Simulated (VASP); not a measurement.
# GaN (P6_3mc) in VASP: notebook, part 2 of 2

VASP 6.6.1. Earlier steps stand in the parts before.

## (4) Single point, PBE (atoms displaced along a vibrational mode)

Contents of INCAR:

```
SYSTEM = GaN
PREC     = Accurate       ! precision mode
ENCUT    = 600            ! plane-wave cutoff, eV
EDIFF    = 1E-6           ! SCF threshold, eV
ISMEAR   = 0              ! smearing method
SIGMA    = 0.01           ! smearing width, eV
LREAL    = .FALSE.        ! projectors in reciprocal space
LASPH    = .TRUE.         ! aspherical terms in the spheres
NELM     = 120            ! most SCF steps
ALGO     = Normal         ! electronic algorithm
ISIF     = 2              ! what is computed and relaxed
LWAVE    = .FALSE.        ! write WAVECAR
LCHARG   = .FALSE.        ! write CHGCAR
GGA      = PE             ! functional
NBANDS   = 26             ! bands
GGA_COMPAT= .FALSE.
```

Contents of KPOINTS:

```
Automatic mesh
0
G
  12 12 6
  0 0 0
```

Contents of POSCAR:

```
GaN
1.0
    3.2186242699      0.0000000000      0.0000000000
   -1.6093121350      2.7874103830      0.0000000000
    0.0000000000      0.0000000000      5.2435492390
Ga N
2 2
Direct
    0.3333333333      0.6666666667     -0.0368455862
    0.6666666667      0.3333333333      0.4631544138
    0.3333333333      0.6666666667      0.4138455862
    0.6666666667      0.3333333333      0.9138455862
```

Potentials or basis: VASP PAW PBE potentials, release 64 (Ga_d, N).

On the command line:

```console
> cat potpaw_PBE.64/Ga_d/POTCAR potpaw_PBE.64/N/POTCAR > POTCAR
> mpirun -np 1 vasp_std > vasp.out
```

OUTCAR:

```text
SYSTEM = GaN
   PREC = Accurate
   ENCUT = 600
   EDIFF = 1E-6
   ISMEAR = 0
   LREAL = .FALSE.
   LASPH = .TRUE.
   NELM = 120
   ISIF = 2
   GGA = PE

 ion  position               nearest neighbor table
   1  0.333  0.667  0.963-   4 1.88   4 1.88   4 1.88
   2  0.667  0.333  0.463-   3 1.88   3 1.88   3 1.88
   3  0.333  0.667  0.414-   2 1.88   2 1.88   2 1.88
   4  0.667  0.333  0.914-   1 1.88   1 1.88   1 1.88

  LATTYP: Found a hexagonal cell.
 ALAT       =     3.2186242699
 C/A-ratio  =     1.6291274779

  Lattice vectors:

 A1 = (   3.2186242699,   0.0000000000,   0.0000000000)
 A2 = (  -1.6093121350,   2.7874103830,   0.0000000000)
 A3 = (   0.0000000000,   0.0000000000,   5.2435492390)

Analysis of symmetry for initial positions (statically):
=====================================================================
 Subroutine PRICEL returns:
 Original cell was already a primitive cell.

 Routine SETGRP: Setting up the symmetry group for a
 hexagonal supercell.

 Subroutine GETGRP returns: Found 12 space group operations
[... 170 lines left out ...]
  energy without entropy =      -23.58445297  energy(sigma->0) =      -23.58445297

 E-fermi :   5.3806     XC(G=0): -11.5002

 val. band max:        5.3178410511   @ k =   0.0000   0.0000   0.0000
 cond. band min:       6.8966054702   @ k =   0.0000   0.0000   0.0000
 fundamental gap:      1.5787644190
 Fermi energy:         5.3806110982

 k-point     1 :       0.0000    0.0000    0.0000
  band No.  band energies     occupation
      1     -10.9918      2.00000
      2     -10.3079      2.00000
      3      -8.5576      2.00000
      4      -8.5576      2.00000
      5      -8.5396      2.00000
      6      -8.5396      2.00000
[... 685 lines left out ...]
     25      17.4509      0.00000
     26      18.2060      0.00000

 [... further k-points ...]

------------------------ aborting loop because EDIFF is reached ----------------------------------------

  FORCE on cell =-STRESS in cart. coord.  units (eV):
  Direction    XX          YY          ZZ          XY          YZ          ZX
  --------------------------------------------------------------------------------------
  -------------------------------------------------------------------------------------
  Total        3.0913932      3.0913932     -0.7047124     -0.0000000      0.0000000      0.0000000
  in kB      105.2854310    105.2854310    -24.0008138     -0.0000000      0.0000000      0.0000000
  external PRESSURE =      62.1900161 kB  Pullay stress =       0.0000000 kB

 VOLUME and BASIS-vectors are now :
 -----------------------------------------------------------------------------
  energy-cutoff  :      600.00
  volume of cell :       47.04
      direct lattice vectors                 reciprocal lattice vectors
     3.218624270  0.000000000  0.000000000     0.310691748  0.179377964  0.000000000
    -1.609312135  2.787410383  0.000000000     0.000000000  0.358755928  0.000000000
     0.000000000  0.000000000  5.243549239     0.000000000  0.000000000  0.190710520

 POSITION                                       TOTAL-FORCE (eV/Angst)
 -----------------------------------------------------------------------------------
     -0.00000      1.85827      5.05035        -0.000000      0.000000      1.081648
      1.60931      0.92914      2.42857         0.000000     -0.000000      1.081648
     -0.00000      1.85827      2.17002         0.000000     -0.000000     -1.081648
      1.60931      0.92914      4.79179        -0.000000      0.000000     -1.081648
 -----------------------------------------------------------------------------------
    total drift:                                0.000000      0.000001      0.000025

  FREE ENERGIE OF THE ION-ELECTRON SYSTEM (eV)
  ---------------------------------------------------
  free  energy   TOTEN  =       -23.5844529694 eV

  energy  without entropy=      -23.5844529694  energy(sigma->0) =      -23.58445297
```

Run time: 58 s. Hardware: 1 thread of Intel Xeon 6975P-C (Granite Rapids), shared host; peak memory 0.23 GiB.

Results:

```
Free energy            : -23.5845 eV
Pressure               : 6.2 GPa
Largest force          : 1.082 eV/Å
Band gap on the k mesh : 1.58 eV
```

Forces on the atoms (eV/Å):
```
Ga   0.000  0.000  1.082
Ga   0.000  0.000  1.082
N    0.000  0.000 -1.082
N    0.000  0.000 -1.082
```

Stress tensor (GPa, compression positive):
```
10.53  0.00  0.00
 0.00 10.53  0.00
 0.00  0.00 -2.40
```

Levels at points of the mesh, in eV from the valence-band top:
```
           k point  band 14  band 15  band 16  band 17  band 18  band 19  band 20  band 21  band 22  band 23
(0.00, 0.00, 0.00)    -1.37    -1.37    -0.65    -0.65     0.00     1.58     3.22     8.78     9.41     9.41
(0.50, 0.00, 0.00)    -6.18    -3.38    -3.28    -2.09    -1.41     4.40     5.05     5.80     8.05     8.76
(0.00, 0.00, 0.50)    -3.47    -1.01    -1.01    -1.01    -1.01     3.63     3.63     7.77     7.77     9.81
(0.50, 0.00, 0.50)    -7.03    -2.72    -2.72    -1.31    -1.31     4.21     4.21     6.34     6.34     9.32
```

Caveat: the cell differs from its parent crystal (atoms displaced along a vibrational mode); the cell stands under pressure; forces of over 1 eV/Å act on the atoms, so gaps and moduli don't describe the material at rest.

## (5) Single point, PBE (atoms displaced along a vibrational mode)

Contents of INCAR:

```
SYSTEM = GaN
PREC = Accurate
ENCUT = 600
EDIFF = 1E-6
ISMEAR = 0
SIGMA = 0.01
LREAL = .FALSE.
LASPH = .TRUE.
NELM = 120
ALGO = Normal
ISIF = 2
LWAVE = .FALSE.
LCHARG = .FALSE.
GGA = PE
NBANDS = 26
GGA_COMPAT = .FALSE.
```

KPOINTS is that of step 4.

Contents of POSCAR:

```
GaN
1.0
    3.2186242699      0.0000000000      0.0000000000
   -1.6093121350      2.7874103830      0.0000000000
    0.0000000000      0.0000000000      5.2435492390
Ga N
2 2
Direct
    0.3333333333      0.6666666667     -0.0460909914
    0.6666666667      0.3333333333      0.4539090086
    0.3333333333      0.6666666667      0.4230909914
    0.6666666667      0.3333333333      0.9230909914
```

On the command line:

```console
> cat potpaw_PBE.64/Ga_d/POTCAR potpaw_PBE.64/N/POTCAR > POTCAR
> mpirun -np 1 vasp_std > vasp.out
```

Run time: 56 s. Hardware: 1 thread of Intel Xeon 6975P-C (Granite Rapids), shared host; peak memory 0.23 GiB.

It converged, with:

* Free energy: -23.4044 eV
* Pressure: 7.7 GPa
* Largest force: 0.752 eV/Å
* Band gap on the k mesh: 1.64 eV

Forces in eV/Å, atoms in the order of the input:
```
Ga   0.000  0.000  0.752
Ga   0.000  0.000  0.752
N    0.000  0.000 -0.752
N    0.000  0.000 -0.752
```

Stress tensor (GPa, compression positive):
```
12.05  0.00  0.00
 0.00 12.05  0.00
 0.00  0.00 -0.98
```

Levels at points of the mesh, in eV from the valence-band top:
| k point | band 16 | band 17 | band 18 | band 19 | band 20 | band 21 |
| --- | --- | --- | --- | --- | --- | --- |
| (0.00, 0.00, 0.00) | -0.67 | -0.67 | 0.00 | 1.64 | 3.17 | 8.79 |
| (0.50, 0.00, 0.00) | -3.21 | -2.19 | -1.25 | 4.37 | 5.08 | 5.79 |
| (0.00, 0.00, 0.50) | -1.02 | -1.02 | -1.02 | 3.62 | 3.62 | 7.81 |
| (0.50, 0.00, 0.50) | -2.78 | -1.15 | -1.15 | 4.24 | 4.24 | 6.20 |

Caveat: the cell differs from its parent crystal (atoms displaced along a vibrational mode); the cell stands under pressure.

## (6) The runs side by side

```tsv
cell	gap on the mesh (eV)	pressure (GPa)	largest force (eV/Å)
as given, atomic positions A	1.53	2.4	1.17
as given, atomic positions B	1.53	4.3	1.24
as given, atomic positions C	1.58	6.2	1.08
as given, atomic positions D	1.64	7.7	0.75
```

Alike in all rows: task single point; level PBE; potentials or basis VASP PAW PBE potentials, release 64 (Ga_d, N); no spin polarisation; k mesh 12 × 12 × 6; cutoff (eV) 600; smearing gaussian 0.01 eV.

Caveats: forces of over 1 eV/Å act on the atoms, so gaps and moduli don't describe the material at rest (at least some runs); the cell stands under pressure (at least some runs).

Total energies depend on the potentials used, so only differences within one code and one set of settings carry meaning.
